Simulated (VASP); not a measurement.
# S (P3_221) in VASP: a series of runs

The runs below take S through single point, with PBE+D3(BJ).

Program: VASP 6.6.1. These are calculated values, not measurements. Logs are shortened: lines on timing, memory, paths and dates and some standing lists are left out, and cuts for length are marked.

**1. The cell of the first run**

Symmetry: P3_221, No. 154, trigonal system. The conventional cell has a = 7.458 Å, b = 7.458 Å, c = 4.380 Å, α = 90.00°, β = 90.00°, γ = 120.00°. S (site symmetry 2) has 2 S at 2.08 Å within 2.8 Å. S (site symmetry 1) has 2 S at 2.07 Å within 2.7 Å.

**2. Single point, PBE+D3(BJ)**

INCAR

```
SYSTEM = S
PREC     = Accurate       ! precision mode
ENCUT    = 520            ! plane-wave cutoff, eV
EDIFF    = 1E-7           ! SCF threshold, eV
ISMEAR   = 0              ! smearing method
SIGMA    = 0.02           ! smearing width, eV
LREAL    = .False.        ! projectors in reciprocal space
LASPH    = .True.         ! aspherical terms in the spheres
NELM     = 80             ! most SCF steps
ALGO     = Normal         ! electronic algorithm
ISIF     = 2              ! what is computed and relaxed
LWAVE    = .False.        ! write WAVECAR
LCHARG   = .False.        ! write CHGCAR
GGA      = PE             ! functional
IVDW     = 12             ! dispersion correction
NBANDS   = 37             ! bands
```

KPOINTS

```
regular mesh
0
Gamma
  6 6 6
  0 0 0
```

POSCAR

```
S
1.0
    7.4581920692      0.0000000000      0.0000000000
   -3.7290960346      6.4589837982      0.0000000000
    0.0000000000      0.0000000000      4.3804682630
S
9
Direct
    0.1149898250      0.1149898250      0.5000000000
    0.4571071971      0.6906670949      0.7369675321
    0.6906670949      0.4571071971      0.2630324679
    0.8850101750      0.0000000000      0.1666666667
    0.2335598977      0.5428928029      0.0703008654
    0.3093329051      0.7664401023      0.4036341987
    0.5428928029      0.2335598977      0.9296991346
    0.7664401023      0.3093329051      0.5963658013
    0.0000000000      0.8850101750      0.8333333333
```

Potentials or basis: VASP PAW PBE potentials, release 64 (S).

Command:

```sh
cat potpaw_PBE.64/S/POTCAR > POTCAR
mpirun -np 1 vasp_std > vasp.out
```

OUTCAR:

```text
SYSTEM = S
   PREC = Accurate
   ENCUT = 520
   EDIFF = 1E-7
   ISMEAR = 0
   LREAL = .False.
   LASPH = .True.
   NELM = 80
   ISIF = 2
   GGA = PE
   IVDW = 12
 IVDW          = 12

 ion  position               nearest neighbor table
   1  0.115  0.115  0.500-   9 2.08   4 2.08
   2  0.457  0.691  0.737-   5 2.07   6 2.07
   3  0.691  0.457  0.263-   7 2.07   8 2.07
   4  0.885  0.000  0.167-   1 2.08   9 2.08
   5  0.234  0.543  0.070-   6 2.07   2 2.07
   6  0.309  0.766  0.404-   5 2.07   2 2.07
   7  0.543  0.234  0.930-   3 2.07   8 2.07
   8  0.766  0.309  0.596-   7 2.07   3 2.07
   9  0.000  0.885  0.833-   1 2.08   4 2.08

  LATTYP: Found a hexagonal cell.
 ALAT       =     7.4581920692
 C/A-ratio  =     0.5873364781

  Lattice vectors:

 A1 = (   7.4581920692,   0.0000000000,   0.0000000000)
 A2 = (  -3.7290960346,   6.4589837982,   0.0000000000)
 A3 = (   0.0000000000,   0.0000000000,   4.3804682630)

Analysis of symmetry for initial positions (statically):
=====================================================================
 Subroutine PRICEL returns:
 Original cell was already a primitive cell.

 Routine SETGRP: Setting up the symmetry group for a
 hexagonal supercell.

 Subroutine GETGRP returns: Found  6 space group operations
 (whereof  2 operations were pure point group operations)
 out of a pool of 24 trial point group operations.

The static configuration has the point symmetry C_2 .
 The point group associated with its full space group is D_3 .

Analysis of symmetry for dynamics (positions and initial velocities):
=====================================================================
 Subroutine PRICEL returns:
 Original cell was already a primitive cell.

 Routine SETGRP: Setting up the symmetry group for a
 hexagonal supercell.

 Subroutine GETGRP returns: Found  6 space group operations
 (whereof  2 operations were pure point group operations)
 out of a pool of 24 trial point group operations.

The dynamic configuration has the point symmetry C_2 .
 The point group associated with its full space group is D_3 .

 Subroutine INISYM returns: Found  6 space group operations
 (whereof  2 operations are pure point group operations),
 and found     1 'primitive' translations

----------------------------------------------------------------------------------------

                                     Primitive cell

  volume of cell :     211.0174

  direct lattice vectors                    reciprocal lattice vectors
     7.458192069  0.000000000  0.000000000     0.134080752  0.077411558  0.000000000
    -3.729096035  6.458983798  0.000000000     0.000000000  0.154823116  0.000000000
     0.000000000  0.000000000  4.380468263     0.000000000  0.000000000  0.228286096

  length of vectors
     7.458192069  7.458192069  4.380468263     0.154823116  0.154823116  0.228286096

  position of ions in fractional coordinates (direct lattice)
     0.114989825  0.114989825  0.500000000
     0.457107197  0.690667095  0.736967532
     0.690667095  0.457107197  0.263032468
     0.885010175  0.000000000  0.166666667
     0.233559898  0.542892803  0.070300865
     0.309332905  0.766440102  0.403634199
     0.542892803  0.233559898  0.929699135
     0.766440102  0.309332905  0.596365801
     1.000000000  0.885010175  0.833333333

  ion indices of the primitive-cell ions
   primitive index   ion index
                 1           1
                 2           2
                 3           3
                 4           4
                 5           5
                 6           6
                 7           7
                 8           8
                 9           9

----------------------------------------------------------------------------------------

 KPOINTS: regular mesh

Automatic generation of k-mesh.
 Grid dimensions read from file:
 generate k-points for:    6    6    6

 Generating k-lattice:

  Cartesian coordinates                     Fractional coordinates (reciprocal lattice)
     0.022346792  0.012901926  0.000000000     0.166666667 -0.000000000  0.000000000
     0.000000000  0.025803853  0.000000000     0.000000000  0.166666667  0.000000000
     0.000000000  0.000000000  0.038047683     0.000000000  0.000000000  0.166666667

  Length of vectors
     0.025803853  0.025803853  0.038047683

  Shift w.r.t. Gamma in fractional coordinates (k-lattice)
     0.000000000  0.000000000  0.000000000

 Subroutine IBZKPT returns following result:
 ===========================================

 Found     34 irreducible k-points:

 Following reciprocal coordinates:
            Coordinates               Weight
  0.000000  0.000000  0.000000      1.000000
  0.166667  0.000000  0.000000      6.000000
  0.333333  0.000000  0.000000      6.000000
  0.500000  0.000000  0.000000      3.000000
  0.166667  0.166667  0.000000      6.000000
  0.333333  0.166667  0.000000     12.000000
[... 16 lines left out ...]
  0.500000  0.000000  0.333333      6.000000
  0.166667  0.166667  0.333333     12.000000
 [... further k-points ...]
   k-points           NKPTS =     34   k-points in BZ     NKDIM =     34   number of bands    NBANDS=     37
   number of dos      NEDOS =    301   number of ions     NIONS =      9
   total plane-waves  NPLWV = 112896
   dimension x,y,z NGX =    56 NGY =   56 NGZ =   36
   dimension x,y,z NGXF=   112 NGYF=  112 NGZF=   72
   ions per type =               9
   NGX,Y,Z   is equivalent  to a cutoff of  12.48, 12.48, 13.66 a.u.
   NGXF,Y,Z  is equivalent  to a cutoff of  24.97, 24.97, 27.33 a.u.
 SYSTEM =  S
   PREC   = accura    normal or accurate (medium, high low for compatibility)
   ISTART =      0    job   : 0-new  1-cont  2-samecut
   ICHARG =      2    charge: 1-file 2-atom 10-const
   ISPIN  =      1    spin polarized calculation?
   LNONCOLLINEAR =      F non collinear calculations
   LSORBIT =      F    spin-orbit coupling
   LASPH  =      T    aspherical Exc in radial PAW
   ENCUT  =  520.0 eV  38.22 Ry    6.18 a.u.  13.87 13.87  8.14*2*pi/ulx,y,z
   NELM   =     80;   NELMIN=  2; NELMDL= -5     # of ELM steps
   EDIFF  = 0.1E-06   stopping-criterion for ELM
   LREAL  =      F    real-space projection
   EDIFFG = 0.1E-05   stopping-criterion for IOM
   NSW    =      0    number of steps for IOM
   IBRION =     -1    ionic relax: 0-MD 1-quasi-New 2-CG
   NFREE  =      0    steps in history (QN), initial steepest desc. (CG)
   ISIF   =      2    stress and relaxation
   ISYM   =      2    0-nonsym 1-usesym 2-fastsym
   POTIM  = 0.5000    time-step for ionic-motion
   TEBEG  =    0.0;   TEEND  =   0.0 temperature during run
   PSTRESS=    0.0 pullay stress
   NELECT =      54.0000    total number of electrons
   NUPDOWN=      -1.0000    fix difference up-down
   EMIN   =  10.00;   EMAX   =-10.00  energy-range for DOS
   EFERMI =   0.00;   METHOD = LEGACY
   ISMEAR =     0;   SIGMA  =   0.02  broadening in eV -4-tet -1-fermi 0-gaus
   EFERMI_NEDOS =   21; number of points for ismear=-14 and -15
   IALGO  =     38    algorithm
   IMIX   =      4    mixing-type and parameters
     AMIX     =   0.40;   BMIX     =  1.00
     AMIX_MAG =   1.60;   BMIX_MAG =  1.00
  volume/ion in A,a.u.               =      23.45       158.22
  Fermi-wavevector in a.u.,A,eV,Ry     =   1.039362  1.964109 14.697999  1.080272
  Thomas-Fermi vector in A             =   2.173888
   LORBIT       =      0    0 simple, 1 ext, 2 COOP (PROOUT), +10 PAW based schemes
   GGA     = PE    functional components
   LHFCALC =     F    Hartree Fock is set to
   AEXX    =    0.0000 exact exchange contribution
   IVDW    =    12    specifies the selected vdW correction
   LEPSILON=     F    determine dielectric tensor
   LRPA    =     F    only Hartree local field effects (RPA)
 non-spin polarized calculation
 Gauss-broadening in eV      SIGMA  =   0.02
  energy-cutoff  :      520.00
  volume of cell :      211.02
 maximum number of plane-waves:      5728
   NGX = 27   NGY = 27   NGZ = 17

 number of electron      54.0000004 magnetization

 Free energy of the ion-electron system (eV)
  ---------------------------------------------------
  ext. energy  EPLUGINS =         0.00000000
  ---------------------------------------------------
  free energy    TOTEN  =       -36.53078695 eV

  energy without entropy =      -36.53078695  energy(sigma->0) =      -36.53078695

 E-fermi :   2.9967     XC(G=0):  -8.7382

 val. band max:        2.8524433082   @ k =   0.0000   0.0000   0.3333
 cond. band min:       4.7117533043   @ k =   0.5000   0.0000   0.5000
 fundamental gap:      1.8593099960
 Fermi energy:         2.9967314157

 k-point     1 :       0.0000    0.0000    0.0000
  band No.  band energies     occupation
      1     -13.6677      2.00000
      2     -13.3719      2.00000
      3     -13.3190      2.00000
      4      -8.7044      2.00000
      5      -8.7044      2.00000
      6      -8.5820      2.00000
[... 29 lines left out ...]
     36       7.1605      0.00000
     37       9.2876      0.00000

 k-point     2 :       0.1667    0.0000    0.0000
  band No.  band energies     occupation
      1     -13.6446      2.00000
      2     -13.3839      2.00000
      3     -13.3343      2.00000
      4      -8.7425      2.00000
      5      -8.7203      2.00000
      6      -8.5362      2.00000
[... 29 lines left out ...]
     36       7.1906      0.00000
     37       9.1394      0.00000
[... 838 lines left out ...]
     36       7.1438      0.00000
     37      10.2143      0.00000

 k-point    24 :       0.1667    0.1667    0.3333
  band No.  band energies     occupation
      1     -12.9429      2.00000
      2     -12.7629      2.00000
      3     -12.7219      2.00000
      4     -11.0862      2.00000
      5     -10.9771      2.00000
      6     -10.9314      2.00000
[... 29 lines left out ...]
     36       6.9399      0.00000
     37       9.9718      0.00000

 [... further k-points ...]

------------------------ aborting loop because EDIFF is reached ----------------------------------------

 Edisp (eV)   -2.25619

 E8    (eV) :    -0.8077

  FORCE on cell =-STRESS in cart. coord.  units (eV):
  Direction    XX          YY          ZZ          XY          YZ          ZX
  --------------------------------------------------------------------------------------
  -------------------------------------------------------------------------------------
  Total      -0.54977    -0.54977    -1.05935     0.00000     0.00000     0.00000
  in kB      -4.17416    -4.17416    -8.04329     0.00000     0.00000     0.00000
  external pressure =       -5.46 kB  Pullay stress =        0.00 kB

 VOLUME and BASIS-vectors are now :
 -----------------------------------------------------------------------------
  energy-cutoff  :      520.00
  volume of cell :      211.02
      direct lattice vectors                 reciprocal lattice vectors
     7.458192069  0.000000000  0.000000000     0.134080752  0.077411558  0.000000000
    -3.729096035  6.458983798  0.000000000     0.000000000  0.154823116  0.000000000
     0.000000000  0.000000000  4.380468263     0.000000000  0.000000000  0.228286096

 POSITION                                       TOTAL-FORCE (eV/Angst)
 -----------------------------------------------------------------------------------
      0.42881      0.74272      2.19023        -0.061251     -0.106090     -0.000000
      0.83363      4.46101      3.22826        -0.120959     -0.031093     -0.005893
      3.44653      2.95245      1.15221         0.033552     -0.120300      0.005893
      6.60058      0.00000      0.73008         0.122502     -0.000000     -0.000000
     -0.28256      3.50654      0.30795         0.033552      0.120300     -0.005893
     -0.55106      4.95042      1.76811         0.087407     -0.089207     -0.005893
      3.17803      1.50856      4.07252         0.087407      0.089207      0.005893
      4.56273      1.99798      2.61236        -0.120959      0.031093      0.005893
     -3.30029      5.71627      3.65039        -0.061251      0.106090     -0.000000
 -----------------------------------------------------------------------------------
    total drift:                                0.000000     -0.000000      0.000000

  FREE ENERGIE OF THE ION-ELECTRON SYSTEM (eV)
  ---------------------------------------------------
  free  energy   TOTEN  =       -38.7869765790 eV

  energy  without entropy=      -38.7869765790  energy(sigma->0) =      -38.78697658
```

Wall time 4.4 min (1 thread of Oxide Virtual Turin-like, shared host); peak memory 0.38 GiB.

Results:

* Free energy: -38.7870 eV
* Pressure: -0.5 GPa
* Largest force: 0.125 eV/Å
* Band gap on the k mesh: 1.86 eV, indirect (least direct gap 2.00 eV)
* Dispersion energy per atom: -0.251 eV

Forces on the atoms (eV/Å):
```
S   -0.061 -0.106  0.000
S   -0.121 -0.031 -0.006
S    0.034 -0.120  0.006
S    0.123  0.000  0.000
S    0.034  0.120 -0.006
S    0.087 -0.089 -0.006
S    0.087  0.089  0.006
S   -0.121  0.031  0.006
S   -0.061  0.106  0.000
```

**3. Single point, PBE+D3(BJ)**

INCAR

```
  PREC = Accurate
  ENCUT = 520
  EDIFF = 1E-7
  ISMEAR = 0
  SIGMA = 0.02
  LREAL = F
  LASPH = T
  NELM = 60
  ALGO = Normal
  ISIF = 2
  LWAVE = F
  LCHARG = T
  GGA = PE
  IVDW = 12
  LELF = T
  LVHAR = T
  NBANDS = 37
```

KPOINTS

```
Automatic mesh
0
Gamma
  6 6 6
```

POSCAR

```
S
1.0
    7.4637949957      0.0000000000      0.0000000000
   -3.7318974978      6.4638360749      0.0000000000
    0.0000000000      0.0000000000      4.3793750546
S
9
Direct
    0.1149309629      0.1149309629      0.5000000000
    0.4570365351      0.6906549535      0.7373844420
    0.6906549535      0.4570365351      0.2626155580
    0.8850690371      0.0000000000      0.1666666667
    0.2336184184      0.5429634649      0.0707177753
    0.3093450465      0.7663815816      0.4040511087
    0.5429634649      0.2336184184      0.9292822247
    0.7663815816      0.3093450465      0.5959488913
    0.0000000000      0.8850690371      0.8333333333
```

Potentials or basis: VASP PAW PBE potentials, release 64 (S).

Command:

```sh
cat potpaw_PBE.64/S/POTCAR > POTCAR
mpirun -np 1 vasp_std > vasp.out
```

Wall time 4.8 min (1 thread of Oxide Virtual Turin-like, shared host); peak memory 0.38 GiB.

It converged, with:

* Free energy: -38.7869 eV
* Pressure: -0.6 GPa
* Largest force: 0.125 eV/Å
* Band gap on the k mesh: 1.86 eV, indirect (least direct gap 2.00 eV)
* Dispersion energy per atom: -0.250 eV

Forces on the atoms (eV/Å):
```
S   -0.063 -0.108  0.000
S   -0.121 -0.032 -0.006
S    0.033 -0.121  0.006
S    0.125  0.000  0.000
S    0.033  0.121 -0.006
S    0.088 -0.089 -0.006
S    0.088  0.089  0.006
S   -0.121  0.032  0.006
S   -0.063  0.108  0.000
```

Stress tensor (GPa, compression positive):
```
-0.44  0.00  0.00
 0.00 -0.44  0.00
 0.00  0.00 -0.78
```

Levels at points of the mesh, in eV from the valence-band top:
```csv
k point,band 23,band 24,band 25,band 26,band 27,band 28,band 29,band 30,band 31,band 32
"(0.00, 0.00, 0.00)",-2.06,-2.06,-0.88,-0.74,-0.34,3.42,3.42,3.44,3.53,3.53
"(0.50, 0.00, 0.00)",-2.13,-1.82,-0.74,-0.59,-0.59,2.65,2.95,3.32,3.59,3.72
"(0.00, 0.00, 0.50)",-0.61,-0.61,-0.59,-0.21,-0.21,2.16,2.23,2.36,2.39,2.39
"(0.50, 0.00, 0.50)",-0.84,-0.79,-0.51,-0.46,-0.14,1.86,2.35,2.38,2.73,2.85
```

A k mesh can miss the band edges.

**4. Single point, PBE+D3(BJ)**

INCAR

```
SYSTEM = S
  PREC = Accurate
  ENCUT = 520
  EDIFF = 1E-6
  ISMEAR = 0
  SIGMA = 0.02
  LREAL = .False.
  LASPH = .True.
  NELM = 80
  ALGO = Normal
  ISIF = 2
  LWAVE = .False.
  LCHARG = .True.
  GGA = PE
  IVDW = 12
  LELF = .True.
  LVHAR = .True.
  NBANDS = 37
```

KPOINTS

```
Automatic mesh
0
Gamma
  6 6 6
  0 0 0
```

POSCAR is that of step 3.

Command:

```sh
cat potpaw_PBE.64/S/POTCAR > POTCAR
mpirun -np 1 vasp_std > vasp.out
```

Run time: 3.7 min. Hardware: 1 thread of Oxide Virtual Turin-like, shared host; peak memory 0.38 GiB.

The run converged. Its results:

```
Free energy                : -38.7869 eV
Pressure                   : -0.6 GPa
Largest force              : 0.125 eV/Å
Band gap on the k mesh     : 1.86 eV, indirect (least direct gap 2.00 eV)
Dispersion energy per atom : -0.250 eV
```

Forces in eV/Å, atoms in the order of the input:
```
S   -0.062 -0.108  0.000
S   -0.121 -0.031 -0.006
S    0.033 -0.120  0.006
S    0.125  0.000  0.000
S    0.033  0.120 -0.006
S    0.088 -0.089 -0.006
S    0.088  0.089  0.006
S   -0.121  0.031  0.006
S   -0.062  0.108  0.000
```

Stress tensor (GPa, compression positive):
```
-0.44  0.00  0.00
 0.00 -0.44  0.00
 0.00  0.00 -0.78
```

Levels at points of the mesh, in eV from the valence-band top:
| k point | band 23 | band 24 | band 25 | band 26 | band 27 | band 28 | band 29 | band 30 | band 31 | band 32 |
| --- | --- | --- | --- | --- | --- | --- | --- | --- | --- | --- |
| (0.00, 0.00, 0.00) | -2.06 | -2.06 | -0.88 | -0.74 | -0.34 | 3.42 | 3.42 | 3.45 | 3.53 | 3.53 |
| (0.50, 0.00, 0.00) | -2.13 | -1.82 | -0.74 | -0.59 | -0.59 | 2.65 | 2.95 | 3.32 | 3.59 | 3.72 |
| (0.00, 0.00, 0.50) | -0.61 | -0.61 | -0.59 | -0.21 | -0.21 | 2.16 | 2.23 | 2.36 | 2.39 | 2.39 |
| (0.50, 0.00, 0.50) | -0.84 | -0.79 | -0.51 | -0.46 | -0.14 | 1.86 | 2.35 | 2.38 | 2.73 | 2.85 |

A k mesh can miss the band edges. As with any semilocal functional, this PBE gap is likely too small.
